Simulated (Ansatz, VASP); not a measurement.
# One calculation of W, two programs

```
CELL_PARAMETERS angstrom
-1.62809 1.62809 1.62809
1.62809 -1.62809 1.62809
1.62809 1.62809 -1.62809
ATOMIC_POSITIONS crystal
W 0.00000 0.00000 0.00000
```

Alike in both runs: task single point; functional PBEsol; k mesh 18 × 18 × 18; occupations gaussian, width 0.1 eV; no spin polarisation.

```csv
,VASP,Ansatz
version,VASP 6.6.1,Ansatz 0.2.0
potentials or method,"VASP PAW PBE potentials, release 64 (W_sv), cutoff 520 eV","scalar-relativistic, plane waves, PAW"
valence electrons in the cell,14,14
```

```csv
,VASP,Ansatz,Ansatz less VASP
gap on the k mesh at the Fermi level (eV),none,none,-
pressure (GPa),-25.0,-25.3,-0.31
```

VASP's potentials were made for PBE, not for PBEsol. A gap of «none» marks a metal or a gap that the smearing closes.

Spin-orbit coupling is off throughout.
